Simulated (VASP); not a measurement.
# Sb (I4/mmm) in VASP: a series of runs

Sb is run at these levels: PBEsol; tasks: single point.

Everything below comes from runs of VASP 6.6.1. Logs are shortened: lines on timing, memory, paths and dates and some standing lists are left out, and cuts for length are marked.

## (1) The cell of the first run

Symmetry: I4/mmm, No. 139, tetragonal system. The conventional cell has a = 2.980 Å, b = 2.980 Å, c = 4.960 Å, α = 90.00°, β = 90.00°, γ = 90.00°. Within 3.9 Å of Sb (site symmetry 4/mmm) lie 12 Sb at 2.98 to 3.25 Å.

## (2) Single point, PBEsol (equal xx and yy strain of -1 %)

The input, INCAR:

```
SYSTEM = Sb
PREC = Accurate
ENCUT = 520
EDIFF = 1E-6
ISMEAR = -1
SIGMA = 0.05
LREAL = .False.
LASPH = .True.
NELM = 100
ALGO = Normal
ISIF = 2
LWAVE = .False.
LCHARG = .False.
GGA = PS
NBANDS = 8
```

The input, KPOINTS:

```
Automatic mesh
0
Gamma
  19 19 19
  0 0 0
```

The input, POSCAR:

```
Sb
1.0
   -1.4899500000      1.4899500000      2.4800000000
    1.4899500000     -1.4899500000      2.4800000000
    1.4899500000      1.4899500000     -2.4800000000
Sb
1
Direct
    0.0000000000      0.0000000000      0.0000000000
```

Potentials or basis: VASP PAW PBE potentials, release 64 (Sb).

Launch:

```bash
cat potpaw_PBE.64/Sb/POTCAR > POTCAR
mpirun -np 1 vasp_std > vasp.out
```

OUTCAR:

```text
SYSTEM = Sb
   PREC = Accurate
   ENCUT = 520
   EDIFF = 1E-6
   ISMEAR = -1
   LREAL = .False.
   LASPH = .True.
   NELM = 100
   ISIF = 2
   GGA = PS

 ion  position               nearest neighbor table
   1  0.000  0.000  0.000-

  LATTYP: Found a body centered tetragonal cell.
 ALAT       =     2.9799000000
 C/A-ratio  =     1.6644853854

  Lattice vectors:

 A1 = (  -1.4899500000,   1.4899500000,   2.4800000000)
 A2 = (   1.4899500000,  -1.4899500000,   2.4800000000)
 A3 = (   1.4899500000,   1.4899500000,  -2.4800000000)

Analysis of symmetry for initial positions (statically):
=====================================================================
 Subroutine PRICEL returns:
 Original cell was already a primitive cell.

 Routine SETGRP: Setting up the symmetry group for a
 body centered tetragonal supercell.

 Subroutine GETGRP returns: Found 16 space group operations
 (whereof 16 operations were pure point group operations)
 out of a pool of 16 trial point group operations.

The static configuration has the point symmetry D_4h.

Analysis of symmetry for dynamics (positions and initial velocities):
=====================================================================
 Subroutine PRICEL returns:
 Original cell was already a primitive cell.

 Routine SETGRP: Setting up the symmetry group for a
 body centered tetragonal supercell.

 Subroutine GETGRP returns: Found 16 space group operations
 (whereof 16 operations were pure point group operations)
 out of a pool of 16 trial point group operations.

The dynamic configuration has the point symmetry D_4h.

 Subroutine INISYM returns: Found 16 space group operations
 (whereof 16 operations are pure point group operations),
 and found     1 'primitive' translations

----------------------------------------------------------------------------------------

                                     Primitive cell

  volume of cell :      22.0219

  direct lattice vectors                    reciprocal lattice vectors
    -1.489950000  1.489950000  2.480000000     0.000000000  0.335581731  0.201612903
     1.489950000 -1.489950000  2.480000000     0.335581731  0.000000000  0.201612903
     1.489950000  1.489950000 -2.480000000     0.335581731  0.335581731  0.000000000

  length of vectors
     3.254274421  3.254274421  3.254274421     0.391488009  0.391488009  0.474584235

  position of ions in fractional coordinates (direct lattice)
     0.000000000  0.000000000  0.000000000

  ion indices of the primitive-cell ions
[... 70 lines left out ...]
   LSORBIT =      F    spin-orbit coupling
   LASPH  =      T    aspherical Exc in radial PAW
   ENCUT  =  520.0 eV  38.22 Ry    6.18 a.u.   6.05  6.05  6.05*2*pi/ulx,y,z
   NELM   =    100;   NELMIN=  2; NELMDL= -5     # of ELM steps
   EDIFF  = 0.1E-05   stopping-criterion for ELM
   LREAL  =      F    real-space projection
   EDIFFG = 0.1E-04   stopping-criterion for IOM
   NSW    =      0    number of steps for IOM
   IBRION =     -1    ionic relax: 0-MD 1-quasi-New 2-CG
   NFREE  =      0    steps in history (QN), initial steepest desc. (CG)
   ISIF   =      2    stress and relaxation
   ISYM   =      2    0-nonsym 1-usesym 2-fastsym
   POTIM  = 0.5000    time-step for ionic-motion
   TEBEG  =    0.0;   TEEND  =   0.0 temperature during run
   PSTRESS=    0.0 pullay stress
   NELECT =       5.0000    total number of electrons
   NUPDOWN=      -1.0000    fix difference up-down
   EMIN   =  10.00;   EMAX   =-10.00  energy-range for DOS
   EFERMI =   0.00;   METHOD = LEGACY
   ISMEAR =    -1;   SIGMA  =   0.05  broadening in eV -4-tet -1-fermi 0-gaus
   EFERMI_NEDOS =   21; number of points for ismear=-14 and -15
   IALGO  =     38    algorithm
   IMIX   =      4    mixing-type and parameters
     AMIX     =   0.40;   BMIX     =  1.00
     AMIX_MAG =   1.60;   BMIX_MAG =  1.00
  volume/ion in A,a.u.               =      22.02       148.61
  Fermi-wavevector in a.u.,A,eV,Ry     =   0.998726  1.887319 13.571188  0.997454
  Thomas-Fermi vector in A             =   2.130969
   LORBIT       =      0    0 simple, 1 ext, 2 COOP (PROOUT), +10 PAW based schemes
   GGA     = PS    functional components
   LHFCALC =     F    Hartree Fock is set to
   AEXX    =    0.0000 exact exchange contribution
   IVDW    =     0    specifies the selected vdW correction
   LEPSILON=     F    determine dielectric tensor
   LRPA    =     F    only Hartree local field effects (RPA)
 non-spin polarized calculation
  energy-cutoff  :      520.00
  volume of cell :       22.02
 maximum number of plane-waves:       622
   NGX = 13   NGY = 13   NGZ = 13

 number of electron       5.0000000 magnetization

 Free energy of the ion-electron system (eV)
  ---------------------------------------------------
  ext. energy  EPLUGINS =         0.00000000
  ---------------------------------------------------
  free energy    TOTEN  =        -4.10495098 eV

  energy without entropy =       -4.10031798  energy(sigma->0) =       -4.10263448

 E-fermi :  11.2936     XC(G=0): -11.2193

 val. band max:       11.2811152116   @ k =  -0.3158  -0.4211   0.1053
 cond. band min:      11.3001981386   @ k =  -0.1579  -0.4211   0.1579
 fundamental gap:      0.0190829269
 Fermi energy:        11.2935868596

 k-point     1 :       0.0000    0.0000    0.0000
  band No.  band energies     occupation
      1      -3.4700      2.00000
      2      17.8656      0.00000
      3      18.1953      0.00000
      4      18.1953      0.00000
      5      21.4869      0.00000
      6      21.7446      0.00000
      7      22.5681      0.00000
      8      22.5681      0.00000
[... 243 lines left out ...]
 k-point    24 :      -0.2632    0.0526    0.0000
  band No.  band energies     occupation
      1      -1.9167      2.00000
      2      10.6232      2.00000
      3      15.1477      0.00000
      4      17.5507      0.00000
      5      19.5566      0.00000
      6      21.7026      0.00000
      7      23.3741      0.00000
      8      23.9392      0.00000

 [... further k-points ...]
[... 5 lines left out ...]
  --------------------------------------------------------------------------------------
  -------------------------------------------------------------------------------------
  Total        2.6490502      2.6490502      2.2266369      0.0000000      0.0000000      0.0000000
  in kB      192.7283993    192.7283993    161.9962332      0.0000000      0.0000000      0.0000000
  external PRESSURE =     182.4843439 kB  Pullay stress =       0.0000000 kB

 VOLUME and BASIS-vectors are now :
 -----------------------------------------------------------------------------
  energy-cutoff  :      520.00
  volume of cell :       22.02
      direct lattice vectors                 reciprocal lattice vectors
    -1.489950000  1.489950000  2.480000000     0.000000000  0.335581731  0.201612903
     1.489950000 -1.489950000  2.480000000     0.335581731  0.000000000  0.201612903
     1.489950000  1.489950000 -2.480000000     0.335581731  0.335581731  0.000000000

 POSITION                                       TOTAL-FORCE (eV/Angst)
 -----------------------------------------------------------------------------------
      0.00000      0.00000      0.00000         0.000000     -0.000000      0.000000
 -----------------------------------------------------------------------------------
    total drift:                               -0.000000     -0.000000     -0.000000

  FREE ENERGIE OF THE ION-ELECTRON SYSTEM (eV)
  ---------------------------------------------------
  free  energy   TOTEN  =        -4.1049509816 eV

  energy  without entropy=       -4.1003179810  energy(sigma->0) =       -4.10263448
```

stdout:

```text
POSCAR found type information on POSCAR Sb
 POSCAR found :  1 types and       1 ions
 scaLAPACK will be used
 -----------------------------------------------------------------------------
|                                                                             |
|                                                                             |
|     You enforced a specific xc type in the INCAR file but a different       |
|     I HOPE YOU KNOW WHAT YOU ARE DOING!                                     |
|                                                                             |
 -----------------------------------------------------------------------------

 LDA part: xc-table for (Slater+PW92), standard interpolation
 POSCAR, INCAR and KPOINTS ok, starting setup
 FFT: planning ... GRIDC
 FFT: planning ... GRID_SOFT
 FFT: planning ... GRID
 WAVECAR not read
 entering main loop
```

Run time: 2.2 min. Hardware: 1 thread of AMD EPYC 7R13, shared host; peak memory 0.19 GiB.

Results:

```yaml
Free_energy: -4.1050 eV
Pressure: 18.2 GPa
```

Stress tensor (GPa, compression positive):
```
19.27  0.00  0.00
 0.00 19.27  0.00
 0.00  0.00 16.20
```

Caveat: the cell differs from its parent crystal (equal xx and yy strain of -1 %); the PAW data sets were made with another functional, which shifts forces and pressure a little; spin-orbit coupling is left out, which moves the levels of the heavy elements.

## (3) Single point, PBEsol (equal xx and yy strain of +1 %)

The input, INCAR:

```
  ALGO = Normal
  EDIFF = 1E-6
  ENCUT = 520
  GGA = PS
  ISIF = 2
  ISMEAR = -1
  LASPH = True
  LCHARG = True
  LELF = True
  LREAL = False
  LVHAR = True
  LWAVE = False
  NBANDS = 8
  NELM = 60
  PREC = Accurate
  SIGMA = 0.05
```

The input, KPOINTS:

```
k-points
0
Gamma
  19 19 19
```

The input, POSCAR:

```
Sb
1.0
   -1.5200500000      1.5200500000      2.4800000000
    1.5200500000     -1.5200500000      2.4800000000
    1.5200500000      1.5200500000     -2.4800000000
Sb
1
Direct
    0.0000000000      0.0000000000      0.0000000000
```

Potentials or basis: VASP PAW PBE potentials, release 64 (Sb).

Launch:

```bash
cat potpaw_PBE.64/Sb/POTCAR > POTCAR
mpirun -np 1 vasp_std > vasp.out
```

Wall time 2.3 min (1 thread of AMD EPYC 7R13, shared host); peak memory 0.19 GiB.

Results (log left out):

```yaml
Free_energy: -4.1952 eV
Pressure: 12.7 GPa
```

Stress tensor (GPa, compression positive):
```
13.07  0.00  0.00
 0.00 13.07  0.00
 0.00  0.00 11.94
```

Levels at points of the mesh, in eV from the Fermi level:
| k point | band 1 | band 2 | band 3 | band 4 | band 5 |
| --- | --- | --- | --- | --- | --- |
| (0.00, 0.00, 0.00) | -14.38 | 6.34 | 6.55 | 6.55 | 10.07 |

Caveat: the cell differs from its parent crystal (equal xx and yy strain of +1 %); the PAW data sets were made with another functional, which shifts forces and pressure a little; spin-orbit coupling is left out, which moves the levels of the heavy elements.

## (4) Single point, PBEsol (equal xx and yy strain of +2 %)

The input, INCAR:

```
  PREC = Accurate
  ENCUT = 520
  EDIFF = 1E-6
  ISMEAR = -1
  SIGMA = 0.05
  LREAL = False
  LASPH = True
  NELM = 60
  ALGO = Normal
  ISIF = 2
  LWAVE = False
  LCHARG = False
  GGA = PS
  NBANDS = 8
```

The input, KPOINTS:

```
Automatic mesh
0
Gamma
  19 19 19
```

The input, POSCAR:

```
Sb
1.0
   -1.5351000000      1.5351000000      2.4800000000
    1.5351000000     -1.5351000000      2.4800000000
    1.5351000000      1.5351000000     -2.4800000000
Sb
1
Direct
    0.0000000000      0.0000000000      0.0000000000
```

Launch:

```bash
cat potpaw_PBE.64/Sb/POTCAR > POTCAR
mpirun -np 1 vasp_std > vasp.out
```

It took 2.7 min on 1 thread of AMD EPYC 7R13, shared host; peak memory 0.21 GiB.

Results (log left out):

| Quantity | Value |
| --- | --- |
| Free energy | -4.2285 eV |
| Pressure | 10.3 GPa |

Stress tensor (GPa, compression positive):
```
10.37  0.00  0.00
 0.00 10.37  0.00
 0.00  0.00 10.22
```

Levels at points of the mesh, in eV from the Fermi level:
| k point | band 1 | band 2 | band 3 | band 4 | band 5 | band 6 | band 7 |
| --- | --- | --- | --- | --- | --- | --- | --- |
| (0.00, 0.00, 0.00) | -14.18 | 6.23 | 6.40 | 6.40 | 10.03 | 10.39 | 10.91 |

Caveat: the cell differs from its parent crystal (equal xx and yy strain of +2 %); the PAW data sets were made with another functional, which shifts forces and pressure a little; spin-orbit coupling is left out, which moves the levels of the heavy elements.

## (5) Single point, PBEsol (equal xx and yy strain of +3 %)

The input, INCAR:

```
SYSTEM = Sb
PREC = Accurate
ENCUT = 520
EDIFF = 1E-6
ISMEAR = -1
SIGMA = 0.05
LREAL = .FALSE.
LASPH = .TRUE.
NELM = 100
ALGO = Normal
ISIF = 2
LWAVE = .FALSE.
LCHARG = .FALSE.
GGA = PS
NBANDS = 8
```

The input, KPOINTS:

```
regular mesh
0
G
  19 19 19
  0 0 0
```

The input, POSCAR:

```
Sb
1.0
   -1.5501500000      1.5501500000      2.4800000000
    1.5501500000     -1.5501500000      2.4800000000
    1.5501500000      1.5501500000     -2.4800000000
Sb
1
Direct
    0.0000000000      0.0000000000      0.0000000000
```

Launch:

```bash
cat potpaw_PBE.64/Sb/POTCAR > POTCAR
mpirun -np 1 vasp_std > vasp.out
```

It took 3.3 min on 1 thread of AMD EPYC 7R13, shared host; peak memory 0.21 GiB.

Results (log left out):

* Free energy: -4.2549 eV
* Pressure: 8.2 GPa

Stress tensor (GPa, compression positive):
```
8.04 0.00 0.00
0.00 8.04 0.00
0.00 0.00 8.46
```

Levels at points of the mesh, in eV from the Fermi level:
```csv
k point,band 1,band 2,band 3,band 4,band 5,band 6,band 7
"(0.00, 0.00, 0.00)",-13.99,6.11,6.25,6.25,9.99,10.38,10.81
```

Caveat: the cell differs from its parent crystal (equal xx and yy strain of +3 %); the PAW data sets were made with another functional, which shifts forces and pressure a little; spin-orbit coupling is left out, which moves the levels of the heavy elements.

## (6) Summary

```csv
cell,gap on the mesh (eV),pressure (GPa)
"a = 3.254 Å, angles 125.5, 125.5, 80.7°, 1 atom",none,18.2
"a = 3.282 Å, angles 124.8, 124.8, 81.8°, 1 atom",none,12.7
"a = 3.296 Å, angles 124.5, 124.5, 82.4°, 1 atom",none,10.3
"a = 3.310 Å, angles 124.1, 124.1, 83.0°, 1 atom",none,8.2
```

Alike in all rows: task single point; level PBEsol; potentials or basis VASP PAW PBE potentials, release 64 (Sb); no spin polarisation; k mesh 19 × 19 × 19; cutoff (eV) 520; smearing fermi-dirac 0.05 eV.

Caveats: the PAW data sets were made with another functional, which shifts forces and pressure a little; spin-orbit coupling is left out, which moves the levels of the heavy elements.

Total energies depend on the potentials used, so only differences within one code and one set of settings carry meaning.
